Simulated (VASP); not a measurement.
# ZnS (F-43m) in VASP: a series of runs, part 2 of 2

VASP 6.6.1. Earlier steps stand in the parts before.

### 3 Single point, r2SCAN

This run uses another cell than the first one, of 19.55 Å³/atom, 0.943 times its volume.

POSCAR

```
ZnS
1.0
    0.0000000000      2.6940955587      2.6940955587
    2.6940955587      0.0000000000      2.6940955587
    2.6940955587      2.6940955587      0.0000000000
Zn S
1 1
Direct
    0.2500000000      0.2500000000      0.2500000000
    0.0000000000      0.0000000000      0.0000000000
```

INCAR.step1

```
SYSTEM = ZnS
  PREC = Accurate
  ENCUT = 550
  ISMEAR = 0
  SIGMA = 0.01
  LREAL = .False.
  LASPH = .True.
  NELM = 120
  NBANDS = 16
  GGA = PE
  ALGO = Normal
  EDIFF = 1E-5
  LWAVE = .True.
  LCHARG = .False.
  GGA_COMPAT = .False.
```

INCAR.step2

```
SYSTEM = ZnS
  PREC = Accurate
  ENCUT = 550
  EDIFF = 1E-6
  ISMEAR = 0
  SIGMA = 0.01
  LREAL = .False.
  LASPH = .True.
  NELM = 120
  ALGO = Normal
  ISIF = 2
  LWAVE = .False.
  LCHARG = .False.
  METAGGA = R2SCAN
  LMIXTAU = .True.
  NBANDS = 16
  ISTART = 1
  GGA_COMPAT = .False.
```

KPOINTS

```
regular mesh
0
Gamma
  8 8 8
  0 0 0
```

Potentials or basis: VASP PAW PBE potentials, release 64 (Zn, S).

Command:

```console
> cat potpaw_PBE.64/Zn/POTCAR potpaw_PBE.64/S/POTCAR > POTCAR
> cp INCAR.step1 INCAR
> mpirun -np 1 vasp_std > vasp.out
> cp INCAR.step2 INCAR
> mpirun -np 1 vasp_std > vasp.out
```

OUTCAR:

```text
SYSTEM = ZnS
   PREC = Accurate
   ENCUT = 550
   EDIFF = 1E-6
   ISMEAR = 0
   LREAL = .False.
   LASPH = .True.
   NELM = 120
   ISIF = 2
   METAGGA = R2SCAN
   ISTART = 1

 ion  position               nearest neighbor table
   1  0.250  0.250  0.250-   2 2.33   2 2.33   2 2.33   2 2.33
   2  0.000  0.000  0.000-   1 2.33   1 2.33   1 2.33   1 2.33

  LATTYP: Found a face centered cubic cell.
 ALAT       =     5.3881911174

  Lattice vectors:

[... 642 lines left out ...]
 [... further k-points ...]

------------------------ aborting loop because EDIFF is reached ----------------------------------------

  FORCE on cell =-STRESS in cart. coord.  units (eV):
  Direction    XX          YY          ZZ          XY          YZ          ZX
  --------------------------------------------------------------------------------------
  -------------------------------------------------------------------------------------
  Total        0.0067964      0.0067964      0.0067964      0.0000000      0.0000000     -0.0000000
  in kB        0.2784349      0.2784349      0.2784349      0.0000000      0.0000000     -0.0000000
  external PRESSURE =       0.2784349 kB  Pullay stress =       0.0000000 kB

 VOLUME and BASIS-vectors are now :
 -----------------------------------------------------------------------------
  energy-cutoff  :      550.00
  volume of cell :       39.11
      direct lattice vectors                 reciprocal lattice vectors
     0.000000000  2.694095559  2.694095559    -0.185591041  0.185591041  0.185591041
     2.694095559  0.000000000  2.694095559     0.185591041 -0.185591041  0.185591041
     2.694095559  2.694095559  0.000000000     0.185591041  0.185591041 -0.185591041

 POSITION                                       TOTAL-FORCE (eV/Angst)
 -----------------------------------------------------------------------------------
      1.34705      1.34705      1.34705         0.000000      0.000000      0.000000
      0.00000      0.00000      0.00000        -0.000000     -0.000000     -0.000000
 -----------------------------------------------------------------------------------
    total drift:                                0.000001      0.000001      0.000001

  FREE ENERGIE OF THE ION-ELECTRON SYSTEM (eV)
  ---------------------------------------------------
  free  energy   TOTEN  =       -18.8663611995 eV

  energy  without entropy=      -18.8663611995  energy(sigma->0) =      -18.86636120
```

It took 2.8 min on 1 thread of Intel Xeon 8259CL, shared host; peak memory 0.18 GiB.

What came out:

| Item | Value |
| --- | --- |
| Free energy | -18.8664 eV |
| Pressure | 0.0 GPa |
| Band gap on the k mesh | 2.72 eV, direct |

Caveat: the PAW data sets were made with another functional, which shifts forces and pressure a little.

### 4 Comparison with measurements

Step 3. Measured gap of ZnS: 3.85 eV (direct; 19 K; quoted in “Electronic, vibrational, and thermodynamic properties of ZnS (zincblende and rocksalt structure)”, 2009, arxiv:0911.5022). This calculation gives 2.72 eV (-1.13 eV). The value is that of r2SCAN, without temperature or zero-point motion.
